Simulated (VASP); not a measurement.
# CsH (Fm-3m) in VASP: further runs

CsH is run at these levels: r2SCAN; tasks: single point.

Everything below comes from runs of VASP 6.6.1. Logs are shortened: lines on timing, memory, paths and dates and some standing lists are left out, and cuts for length are marked.

## Step 1: The cell of the first run

The structure is cubic, space group Fm-3m (No. 225). The conventional cell has a = 6.376 Å, b = 6.376 Å, c = 6.376 Å, α = 90.00°, β = 90.00°, γ = 90.00°. Cs (site symmetry m-3m) has 6 H at 3.19 Å within 4.2 Å. Within 4.2 Å of H (site symmetry m-3m) lie 6 Cs at 3.19 Å.

## Step 2: Single point, r2SCAN

POSCAR reads:

```
CsH
1.0
    0.0000000000      3.1880000000      3.1880000000
    3.1880000000      0.0000000000      3.1880000000
    3.1880000000      3.1880000000      0.0000000000
Cs H
1 1
Direct
    0.0000000000      0.0000000000      0.0000000000
    0.5000000000      0.5000000000      0.5000000000
```

INCAR.step1 reads:

```
SYSTEM = CsH
ALGO = Normal
EDIFF = 1E-4
ENCUT = 520
GGA = PE
ISMEAR = 0
LASPH = .True.
LCHARG = .False.
LREAL = .False.
LWAVE = .True.
NBANDS = 12
NELM = 100
PREC = Accurate
SIGMA = 0.02
```

INCAR.step2 reads:

```
SYSTEM = CsH
ALGO = Normal
EDIFF = 1E-6
ENCUT = 520
ISIF = 2
ISMEAR = 0
ISTART = 1
LASPH = .True.
LCHARG = .False.
LMIXTAU = .True.
LREAL = .False.
LWAVE = .False.
METAGGA = R2SCAN
NBANDS = 12
NELM = 100
PREC = Accurate
SIGMA = 0.02
```

KPOINTS reads:

```
k-points
0
Gamma
  6 6 6
  0 0 0
```

Potentials or basis: VASP PAW PBE potentials, release 64 (Cs_sv, H).

On the command line:

```console
cat potpaw_PBE.64/Cs_sv/POTCAR potpaw_PBE.64/H/POTCAR > POTCAR
cp INCAR.step1 INCAR
mpirun -np 1 vasp_std > vasp.out
cp INCAR.step2 INCAR
mpirun -np 1 vasp_std > vasp.out
```

OUTCAR:

```text
SYSTEM = CsH
   EDIFF = 1E-6
   ENCUT = 520
   ISIF = 2
   ISMEAR = 0
   ISTART = 1
   LASPH = .True.
   LREAL = .False.
   METAGGA = R2SCAN
   NELM = 100
   PREC = Accurate

 ion  position               nearest neighbor table
   1  0.000  0.000  0.000-
   2  0.500  0.500  0.500-

  LATTYP: Found a face centered cubic cell.
 ALAT       =     6.3760000000

  Lattice vectors:

 A1 = (   0.0000000000,   3.1880000000,   3.1880000000)
 A2 = (   3.1880000000,   0.0000000000,   3.1880000000)
 A3 = (   3.1880000000,   3.1880000000,   0.0000000000)

Analysis of symmetry for initial positions (statically):
=====================================================================
 Subroutine PRICEL returns:
 Original cell was already a primitive cell.

 Routine SETGRP: Setting up the symmetry group for a
 face centered cubic supercell.

 Subroutine GETGRP returns: Found 48 space group operations
 (whereof 48 operations were pure point group operations)
 out of a pool of 48 trial point group operations.

The static configuration has the point symmetry O_h .

Analysis of symmetry for dynamics (positions and initial velocities):
=====================================================================
 Subroutine PRICEL returns:
 Original cell was already a primitive cell.

 Routine SETGRP: Setting up the symmetry group for a
 face centered cubic supercell.

 Subroutine GETGRP returns: Found 48 space group operations
 (whereof 48 operations were pure point group operations)
 out of a pool of 48 trial point group operations.

The dynamic configuration has the point symmetry O_h .

 Subroutine INISYM returns: Found 48 space group operations
 (whereof 48 operations are pure point group operations),
 and found     1 'primitive' translations

----------------------------------------------------------------------------------------

                                     Primitive cell

  volume of cell :      64.8015

  direct lattice vectors                    reciprocal lattice vectors
     0.000000000  3.188000000  3.188000000    -0.156838143  0.156838143  0.156838143
     3.188000000  0.000000000  3.188000000     0.156838143 -0.156838143  0.156838143
     3.188000000  3.188000000  0.000000000     0.156838143  0.156838143 -0.156838143

  length of vectors
     4.508512837  4.508512837  4.508512837     0.271651632  0.271651632  0.271651632

  position of ions in fractional coordinates (direct lattice)
     0.000000000  0.000000000  0.000000000
     0.500000000  0.500000000  0.500000000

  ion indices of the primitive-cell ions
   primitive index   ion index
                 1           1
                 2           2

----------------------------------------------------------------------------------------

 KPOINTS: k-points

Automatic generation of k-mesh.
 Grid dimensions read from file:
 generate k-points for:    6    6    6

 Generating k-lattice:

  Cartesian coordinates                     Fractional coordinates (reciprocal lattice)
    -0.026139691  0.026139691  0.026139691     0.166666667  0.000000000  0.000000000
     0.026139691 -0.026139691  0.026139691     0.000000000  0.166666667  0.000000000
     0.026139691  0.026139691 -0.026139691     0.000000000  0.000000000  0.166666667

  Length of vectors
     0.045275272  0.045275272  0.045275272

  Shift w.r.t. Gamma in fractional coordinates (k-lattice)
     0.000000000  0.000000000  0.000000000

 Subroutine IBZKPT returns following result:
 ===========================================

 Found     16 irreducible k-points:

 Following reciprocal coordinates:
            Coordinates               Weight
  0.000000  0.000000  0.000000      1.000000
  0.166667  0.000000  0.000000      8.000000
  0.333333  0.000000  0.000000      8.000000
  0.500000  0.000000  0.000000      4.000000
  0.166667  0.166667  0.000000      6.000000
  0.333333  0.166667  0.000000     24.000000
[... 8 lines left out ...]
 -0.333333  0.333333  0.166667     24.000000
 -0.333333  0.500000  0.166667     12.000000
   k-points           NKPTS =     16   k-points in BZ     NKDIM =     16   number of bands    NBANDS=     12
   number of dos      NEDOS =    301   number of ions     NIONS =      2
   total plane-waves  NPLWV =  46656
   dimension x,y,z NGX =    36 NGY =   36 NGZ =   36
   dimension x,y,z NGXF=    72 NGYF=   72 NGZF=   72
   ions per type =               1   1
   NGX,Y,Z   is equivalent  to a cutoff of  13.27, 13.27, 13.27 a.u.
   NGXF,Y,Z  is equivalent  to a cutoff of  26.55, 26.55, 26.55 a.u.
 SYSTEM =  CsH
   PREC   = accura    normal or accurate (medium, high low for compatibility)
   ISTART =      1    job   : 0-new  1-cont  2-samecut
   ICHARG =      0    charge: 1-file 2-atom 10-const
   ISPIN  =      1    spin polarized calculation?
   LNONCOLLINEAR =      F non collinear calculations
   LSORBIT =      F    spin-orbit coupling
   LASPH  =      T    aspherical Exc in radial PAW
   ENCUT  =  520.0 eV  38.22 Ry    6.18 a.u.   8.38  8.38  8.38*2*pi/ulx,y,z
   NELM   =    100;   NELMIN=  2; NELMDL=  0     # of ELM steps
   EDIFF  = 0.1E-05   stopping-criterion for ELM
   LREAL  =      F    real-space projection
   EDIFFG = 0.1E-04   stopping-criterion for IOM
   NSW    =      0    number of steps for IOM
   IBRION =     -1    ionic relax: 0-MD 1-quasi-New 2-CG
   NFREE  =      0    steps in history (QN), initial steepest desc. (CG)
   ISIF   =      2    stress and relaxation
   ISYM   =      2    0-nonsym 1-usesym 2-fastsym
   POTIM  = 0.5000    time-step for ionic-motion
   TEBEG  =    0.0;   TEEND  =   0.0 temperature during run
   PSTRESS=    0.0 pullay stress
   NELECT =      10.0000    total number of electrons
   NUPDOWN=      -1.0000    fix difference up-down
   EMIN   =  10.00;   EMAX   =-10.00  energy-range for DOS
   EFERMI =   0.00;   METHOD = LEGACY
   ISMEAR =     0;   SIGMA  =   0.02  broadening in eV -4-tet -1-fermi 0-gaus
   EFERMI_NEDOS =   21; number of points for ismear=-14 and -15
   IALGO  =     38    algorithm
   IMIX   =      4    mixing-type and parameters
     AMIX     =   0.40;   BMIX     =  1.00
     AMIX_MAG =   1.60;   BMIX_MAG =  1.00
  volume/ion in A,a.u.               =      32.40       218.65
  Fermi-wavevector in a.u.,A,eV,Ry     =   0.878105  1.659378 10.491026  0.771069
  Thomas-Fermi vector in A             =   1.998146
   LORBIT       =      0    0 simple, 1 ext, 2 COOP (PROOUT), +10 PAW based schemes
   METAGGA = R2SCAN    functional components
   LHFCALC =     F    Hartree Fock is set to
   AEXX    =    0.0000 exact exchange contribution
   IVDW    =     0    specifies the selected vdW correction
   LEPSILON=     F    determine dielectric tensor
   LRPA    =     F    only Hartree local field effects (RPA)
 non-spin polarized calculation
 Gauss-broadening in eV      SIGMA  =   0.02
  energy-cutoff  :      520.00
  volume of cell :       64.80
 maximum number of plane-waves:      1807
 NGX is ok and might be reduce to    36
   NGX = 17   NGY = 17   NGZ = 17

 number of electron       9.9999999 magnetization

 Free energy of the ion-electron system (eV)
  ---------------------------------------------------
  ext. energy  EPLUGINS =         0.00000000
  ---------------------------------------------------
  free energy    TOTEN  =       -28.98875883 eV

  energy without entropy =      -28.98875883  energy(sigma->0) =      -28.98875883

 E-fermi :  -0.0036     XC(G=0):  -7.5575

 val. band max:       -0.1126606410   @ k =   0.5000   0.0000   0.0000
 cond. band min:       2.5502840615   @ k =   0.5000   0.0000   0.0000
 fundamental gap:      2.6629447025
 Fermi energy:        -0.0035826503

 k-point     1 :       0.0000    0.0000    0.0000
  band No.  band energies     occupation
      1     -22.1859      2.00000
      2      -8.2711      2.00000
      3      -8.2711      2.00000
      4      -8.2711      2.00000
      5      -1.7625      2.00000
      6       5.5768      0.00000
      7       5.5768      0.00000
      8       5.5768      0.00000
      9       6.2225      0.00000
     10       7.4859      0.00000
     11       7.4859      0.00000
     12       9.1221      0.00000

 k-point     2 :       0.1667    0.0000    0.0000
  band No.  band energies     occupation
      1     -22.1658      2.00000
      2      -8.5048      2.00000
      3      -8.2946      2.00000
      4      -8.2946      2.00000
      5      -1.3692      2.00000
      6       4.6659      0.00000
      7       5.7314      0.00000
      8       5.7314      0.00000
      9       6.0797      0.00000
     10       7.0420      0.00000
     11       7.0420      0.00000
     12      10.2830      0.00000

 k-point     3 :       0.3333    0.0000    0.0000
  band No.  band energies     occupation
      1     -22.1253      2.00000
      2      -8.9202      2.00000
      3      -8.3406      2.00000
      4      -8.3406      2.00000
      5      -0.5706      2.00000
      6       3.2223      0.00000
      7       5.3948      0.00000
      8       5.3948      0.00000
      9       6.7126      0.00000
     10       7.7394      0.00000
     11       7.7394      0.00000
     12      12.0681      0.00000
[... 166 lines left out ...]
 k-point    15 :      -0.3333    0.3333    0.1667
  band No.  band energies     occupation
      1     -22.0852      2.00000
      2      -8.8973      2.00000
      3      -8.6721      2.00000
      4      -8.4864      2.00000
      5      -0.6754      2.00000
      6       3.8016      0.00000
      7       4.6299      0.00000
      8       5.9947      0.00000
      9       8.0168      0.00000
     10       8.2054      0.00000
     11       9.6508      0.00000
     12       9.9184      0.00000

 k-point    16 :      -0.3333    0.5000    0.1667
  band No.  band energies     occupation
      1     -22.0788      2.00000
      2      -8.8756      2.00000
      3      -8.6568      2.00000
      4      -8.5746      2.00000
      5      -0.9539      2.00000
      6       3.8924      0.00000
      7       5.1077      0.00000
      8       6.1233      0.00000
      9       8.7912      0.00000
     10       9.2199      0.00000
     11       9.2660      0.00000
     12       9.5867      0.00000

------------------------ aborting loop because EDIFF is reached ----------------------------------------

  FORCE on cell =-STRESS in cart. coord.  units (eV):
  Direction    XX          YY          ZZ          XY          YZ          ZX
  --------------------------------------------------------------------------------------
  -------------------------------------------------------------------------------------
  Total        0.0185707      0.0185707      0.0185707      0.0000000      0.0000000      0.0000000
  in kB        0.4591494      0.4591494      0.4591494      0.0000000      0.0000000      0.0000000
  external PRESSURE =       0.4591494 kB  Pullay stress =       0.0000000 kB

 VOLUME and BASIS-vectors are now :
 -----------------------------------------------------------------------------
  energy-cutoff  :      520.00
  volume of cell :       64.80
      direct lattice vectors                 reciprocal lattice vectors
     0.000000000  3.188000000  3.188000000    -0.156838143  0.156838143  0.156838143
     3.188000000  0.000000000  3.188000000     0.156838143 -0.156838143  0.156838143
     3.188000000  3.188000000  0.000000000     0.156838143  0.156838143 -0.156838143

 POSITION                                       TOTAL-FORCE (eV/Angst)
 -----------------------------------------------------------------------------------
      0.00000      0.00000      0.00000         0.000000     -0.000000     -0.000000
      3.18800      3.18800      3.18800        -0.000000      0.000000      0.000000
 -----------------------------------------------------------------------------------
    total drift:                               -0.000000      0.000000      0.000000

  FREE ENERGIE OF THE ION-ELECTRON SYSTEM (eV)
  ---------------------------------------------------
  free  energy   TOTEN  =       -28.9887588256 eV

  energy  without entropy=      -28.9887588256  energy(sigma->0) =      -28.98875883
```

It took 39 s on 1 thread of AMD EPYC 9R45 (Zen 5), shared host; peak memory 0.18 GiB.

Results:

```yaml
Free_energy: -28.9888 eV
Pressure: 0.0 GPa
Band_gap_on_the_k_mesh: 2.66 eV, direct
```

Caveat: the PAW data sets were made with another functional, which shifts forces and pressure a little; spin-orbit coupling is left out, which moves the levels of the heavy elements. A k mesh can miss the band edges.

(Continued in part 2 of 2.)
